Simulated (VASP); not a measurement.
Wanted: the native input for a VASP 6.6.1 run.

```yaml
Task: single point
Functional: PBE
Dispersion: D3(BJ)
Potentials_or_basis: VASP PAW PBE potentials, release 64 (Be)
Cutoff: 520 eV
k_mesh: 24 × 24 × 12
Occupations: gaussian, width 0.15 eV
Spin: no spin polarisation
Dipole_correction: no
Further_INCAR_settings: ALGO = Normal; EDIFF = 1e-07; NBANDS = 9
```

The structure of Be lies in POSCAR:

```
Be
1.0
    2.1772195447      0.0000000000      0.0000000000
   -1.0886097724      1.8855274353      0.0000000000
    0.0000000000      0.0000000000      3.4416536304
Be
2
Direct
    0.3333333333      0.6666666667      0.2500000000
    0.6666666667      0.3333333333      0.7500000000
```

These files were run (other wordings do the same):

INCAR

```
  PREC = Accurate
  ENCUT = 520
  EDIFF = 1E-7
  ISMEAR = 0
  SIGMA = 0.15
  LREAL = False
  LASPH = True
  NELM = 100
  ALGO = Normal
  ISIF = 2
  LWAVE = False
  LCHARG = False
  GGA = PE
  IVDW = 12
  NBANDS = 9
```

KPOINTS

```
Automatic mesh
0
Gamma
  24 24 12
```

Potentials or basis: VASP PAW PBE potentials, release 64 (Be).

Command:

```bash
$ cat potpaw_PBE.64/Be/POTCAR > POTCAR
$ mpirun -np 1 vasp_std > vasp.out
```

Results of the run:

```yaml
Pressure: 7.6 GPa
Band_gap_on_the_k_mesh: zero (bands 2 and 3 overlap by 2.20 eV)
Dispersion_energy_per_atom: -0.399 eV
```

Caveat: the cell stands under pressure.

Run time: 17 s on 1 thread of Intel(R) Xeon(R) Platinum 8488C (Sapphire Rapids) (shared host), peak memory 0.16 GiB.
